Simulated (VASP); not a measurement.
# Si3Ge2 (P-6m2) in VASP: single point with PBE

Aim: the single point of Si3Ge2 with PBE.

Everything below comes from runs of VASP 6.6.1. Logs are shortened: lines on timing, memory, paths and dates and some standing lists are left out, and cuts for length are marked.

### Step 1. The cell of the first run

Symmetry: P-6m2, No. 187, hexagonal system. Conventional cell: a = 2.830 Å, b = 2.830 Å, c = 23.844 Å, α = 90.00°, β = 90.00°, γ = 120.00°. Si (site symmetry 3m) has 12 Si at 2.71 to 2.83 Å within 3.6 Å. Si (site symmetry 3m) has 9 Si at 2.71 to 2.83 Å and 3 Ge at 2.94 Å within 3.6 Å. Within 3.6 Å of Si (site symmetry 3m) lie 9 Si at 2.71 to 2.83 Å and 3 Ge at 2.96 Å. Ge (site symmetry -6m2) has 6 Ge at 2.83 Å and 6 Si at 2.96 Å within 3.7 Å. Ge (site symmetry 3m) has 9 Ge at 2.83 to 3.15 Å and 3 Si at 2.94 Å within 3.7 Å. Ge (site symmetry -6m2) has 12 Ge at 2.83 to 3.15 Å within 3.7 Å.

### Step 2. Single point, PBE

Contents of POSCAR:

```
Si3Ge2
1.0
    2.8303778524      0.0000000000      0.0000000000
   -1.4151889262      2.4511791225      0.0000000000
    0.0000000000      0.0000000000     23.8437474358
Si Ge
6 4
Direct
    0.6666666667      0.3333333333      0.8056808027
    0.6666666667      0.3333333333      0.1943191973
    0.3333333333      0.6666666667      0.7152524123
    0.3333333333      0.6666666667      0.8963721753
    0.3333333333      0.6666666667      0.1036278247
    0.3333333333      0.6666666667      0.2847475877
    0.6666666667      0.3333333333      0.0000000000
    0.6666666667      0.3333333333      0.3872097805
    0.6666666667      0.3333333333      0.6127902195
    0.3333333333      0.6666666667      0.5000000000
```

Contents of INCAR.step1:

```
PREC = Accurate ; ENCUT = 410
EDIFF = 1E-6 ; ISMEAR = 0
SIGMA = 0.1 ; LREAL = F
LASPH = T ; NELM = 300
ALGO = Normal ; ISIF = 2
LWAVE = F ; LCHARG = T
GGA = PE ; NBANDS = 51
GGA_COMPAT = F ; NEDOS = 2001
LORBIT = 11 ; AMIX = 0.1
BMIX = 1E-4 ; AMIX_MAG = 0.4
BMIX_MAG = 1E-4 ; KPAR = 4
```

Contents of KPOINTS.step1:

```
Automatic mesh
0
Gamma
  18 18 2
```

Contents of INCAR.step2:

```
PREC = Accurate ; ENCUT = 410
EDIFF = 1E-6 ; ISMEAR = -5
SIGMA = 0.1 ; LREAL = F
LASPH = T ; NELM = 120
ALGO = Normal ; ISIF = 2
LWAVE = F ; LCHARG = F
GGA = PE ; LORBIT = 11
NEDOS = 2001 ; ICHARG = 11
GGA_COMPAT = F ; KPAR = 4
```

Contents of KPOINTS.step2:

```
Automatic mesh
0
Gamma
  27 27 3
```

Potentials or basis: VASP PAW PBE potentials, release 64 (Si, Ge_d).

Launch:

```
> cat potpaw_PBE.64/Si/POTCAR potpaw_PBE.64/Ge_d/POTCAR > POTCAR
> cp INCAR.step1 INCAR
> cp KPOINTS.step1 KPOINTS
> mpirun -np 4 vasp_std > vasp.out
> cp INCAR.step2 INCAR
> cp KPOINTS.step2 KPOINTS
> mpirun -np 4 vasp_std > vasp.out
```

OUTCAR:

```text
PREC = Accurate
   ENCUT = 410
   EDIFF = 1E-6
   ISMEAR = -5
   LREAL = F
   LASPH = T
   NELM = 120
   ISIF = 2
   GGA = PE
   LORBIT = 11
   ICHARG = 11

 ion  position               nearest neighbor table
   1  0.667  0.333  0.806-   3 2.71   3 2.71   3 2.71   4 2.71   4 2.71   4 2.71
   2  0.667  0.333  0.194-   6 2.71   6 2.71   6 2.71   5 2.71   5 2.71   5 2.71
   3  0.333  0.667  0.715-   1 2.71   1 2.71   1 2.71   9 2.94   9 2.94   9 2.94
   4  0.333  0.667  0.896-   1 2.71   1 2.71   1 2.71   7 2.96   7 2.96   7 2.96
   5  0.333  0.667  0.104-   2 2.71   2 2.71   2 2.71   7 2.96   7 2.96   7 2.96
   6  0.333  0.667  0.285-   2 2.71   2 2.71   2 2.71   8 2.94   8 2.94   8 2.94
   7  0.667  0.333  0.000-   4 2.96   5 2.96   4 2.96   5 2.96   4 2.96   5 2.96
   8  0.667  0.333  0.387-   6 2.94   6 2.94   6 2.94
   9  0.667  0.333  0.613-   3 2.94   3 2.94   3 2.94
  10  0.333  0.667  0.500-

  LATTYP: Found a hexagonal cell.
 ALAT       =     2.8303778524
 C/A-ratio  =     8.4242276753

  Lattice vectors:

 A1 = (   2.8303778524,   0.0000000000,   0.0000000000)
 A2 = (  -1.4151889262,   2.4511791225,   0.0000000000)
 A3 = (   0.0000000000,   0.0000000000,  23.8437474358)

Analysis of symmetry for initial positions (statically):
=====================================================================
 Subroutine PRICEL returns:
 Original cell was already a primitive cell.

 Routine SETGRP: Setting up the symmetry group for a
 hexagonal supercell.

 Subroutine GETGRP returns: Found 12 space group operations
 (whereof 12 operations were pure point group operations)
 out of a pool of 24 trial point group operations.

The static configuration has the point symmetry D_3h.

Analysis of symmetry for dynamics (positions and initial velocities):
=====================================================================
 Subroutine PRICEL returns:
 Original cell was already a primitive cell.

 Routine SETGRP: Setting up the symmetry group for a
 hexagonal supercell.

 Subroutine GETGRP returns: Found 12 space group operations
 (whereof 12 operations were pure point group operations)
 out of a pool of 24 trial point group operations.

The dynamic configuration has the point symmetry D_3h.

 Subroutine INISYM returns: Found 12 space group operations
 (whereof 12 operations are pure point group operations),
 and found     1 'primitive' translations

[... 133 lines left out ...]
  volume/ion in A,a.u.               =      16.54       111.63
  Fermi-wavevector in a.u.,A,eV,Ry     =   1.285011  2.428319 22.466663  1.651253
  Thomas-Fermi vector in A             =   2.417171
   LORBIT       =     11    0 simple, 1 ext, 2 COOP (PROOUT), +10 PAW based schemes
   GGA     = PE    functional components
   LHFCALC =     F    Hartree Fock is set to
   AEXX    =    0.0000 exact exchange contribution
   IVDW    =     0    specifies the selected vdW correction
   LEPSILON=     F    determine dielectric tensor
   LRPA    =     F    only Hartree local field effects (RPA)
 non-spin polarized calculation
 Fermi weights with tetrahedron method with Bloechl corrections
  energy-cutoff  :      410.00
  volume of cell :      165.42
 maximum number of plane-waves:      3157
 NGX is ok and might be reduce to    20

 number of electron      80.0000030 magnetization

 Free energy of the ion-electron system (eV)
  ---------------------------------------------------
  ext. energy  EPLUGINS =         0.00000000
  ---------------------------------------------------
  free energy    TOTEN  =       -45.77692559 eV

  energy without entropy =      -45.77692559  energy(sigma->0) =      -45.77692559

 E-fermi :   8.3836     XC(G=0): -11.1684

 val. band max:        8.5759274546   @ k =   0.1852   0.0741   0.0000
 cond. band min:       8.1875217361   @ k =   0.1852  -0.0000   0.0000
 fundamental gap:     -0.3884057185
 Fermi energy:         8.3835744096

 k-point     1 :       0.0000    0.0000    0.0000
  band No.  band energies     occupation
      1     -16.4322      2.00000
      2     -16.4301      2.00000
      3     -16.4273      2.00000
      4     -16.4154      2.00000
      5     -16.4097      2.00000
      6     -16.4097      2.00000
[... 1213 lines left out ...]
     47      10.9522      0.00000
     48      11.1567      0.00000

 [... further k-points ...]

------------------------ aborting loop because EDIFF is reached ----------------------------------------

  FORCE on cell =-STRESS in cart. coord.  units (eV):
  Direction    XX          YY          ZZ          XY          YZ          ZX
  --------------------------------------------------------------------------------------
  -------------------------------------------------------------------------------------
  Total       -0.7380407     -0.7380407     -2.0458886      0.0000000      0.0000000      0.0000000
  in kB       -7.1482039     -7.1482039    -19.8152057      0.0000000      0.0000000      0.0000000
  external PRESSURE =     -11.3705378 kB  Pullay stress =       0.0000000 kB

 VOLUME and BASIS-vectors are now :
 -----------------------------------------------------------------------------
  energy-cutoff  :      410.00
  volume of cell :      165.42
      direct lattice vectors                 reciprocal lattice vectors
     2.830377852  0.000000000  0.000000000     0.353309718  0.203983461  0.000000000
    -1.415188926  2.451179123  0.000000000     0.000000000  0.407966921  0.000000000
     0.000000000  0.000000000 23.843747436     0.000000000  0.000000000  0.041939716

 POSITION                                       TOTAL-FORCE (eV/Angst)
 -----------------------------------------------------------------------------------
      1.41519      0.81706     19.21045        -0.000000      0.000000      0.006593
      1.41519      0.81706      4.63330        -0.000000      0.000000     -0.006593
     -0.00000      1.63412     17.05430        -0.000000     -0.000000      0.041310
     -0.00000      1.63412     21.37287        -0.000000      0.000000     -0.042687
     -0.00000      1.63412      2.47088        -0.000000      0.000000      0.042687
     -0.00000      1.63412      6.78945        -0.000000     -0.000000     -0.041310
      1.41519      0.81706      0.00000        -0.000000      0.000000      0.000000
      1.41519      0.81706      9.23253         0.000000      0.000000     -0.006336
      1.41519      0.81706     14.61122         0.000000      0.000000      0.006336
     -0.00000      1.63412     11.92187        -0.000000      0.000000      0.000000
 -----------------------------------------------------------------------------------
    total drift:                               -0.010162      0.005867     -0.000000

  FREE ENERGIE OF THE ION-ELECTRON SYSTEM (eV)
  ---------------------------------------------------
  free  energy   TOTEN  =       -45.7769255862 eV

  energy  without entropy=      -45.7769255862  energy(sigma->0) =      -45.77692559

 total charge

# of ion       s       p       d       tot
------------------------------------------
    1        0.837   0.700   0.000   1.537
    2        0.837   0.700   0.000   1.537
    3        0.853   0.676   0.000   1.528
    4        0.855   0.670   0.000   1.526
    5        0.855   0.670   0.000   1.526
    6        0.853   0.676   0.000   1.528
    7        1.255   0.933  10.044  12.232
    8        1.263   0.924  10.037  12.225
    9        1.263   0.924  10.037  12.225
   10        1.269   0.907  10.026  12.202
--------------------------------------------------
tot         10.142   7.781  40.144  58.067
```

OUTCAR.step1:

```text
PREC = Accurate
   ENCUT = 410
   EDIFF = 1E-6
   ISMEAR = 0
   LREAL = F
   LASPH = T
   NELM = 300
   ISIF = 2
   GGA = PE
   LORBIT = 11
[... 1557 lines left out ...]
  free  energy   TOTEN  =       -45.8131597860 eV

  energy  without entropy=      -45.7970861780  energy(sigma->0) =      -45.80512298

 total charge

# of ion       s       p       d       tot
------------------------------------------
    1        0.836   0.697   0.000   1.533
    2        0.836   0.697   0.000   1.533
    3        0.852   0.673   0.000   1.526
    4        0.855   0.670   0.000   1.525
    5        0.855   0.670   0.000   1.525
    6        0.852   0.673   0.000   1.526
    7        1.257   0.936  10.045  12.238
    8        1.263   0.928  10.037  12.228
    9        1.263   0.928  10.037  12.228
   10        1.270   0.913  10.027  12.210
--------------------------------------------------
tot         10.139   7.786  40.146  58.071
```

Wall time 4.8 min (4 MPI ranks of Intel Xeon 6975P-C (Granite Rapids), shared host); peak memory 0.65 GiB.

What came out:

```
Valence electrons inside the program's atomic spheres : Si 1.54, 1.53 (each value once); Ge 12.23, 12.22, 12.20 (each value once)
```

Levels at points of the mesh, in eV from the Fermi level:
| k point | band 37 | band 38 | band 39 | band 40 | band 41 | band 42 | band 43 | band 44 |
| --- | --- | --- | --- | --- | --- | --- | --- | --- |
| (0.00, 0.00, 0.00) | 2.77 | 5.85 | 7.19 | 7.19 | 7.22 | 7.22 | 7.29 | 8.23 |

Caveat: the highest band is partly filled, so the run has too few bands.
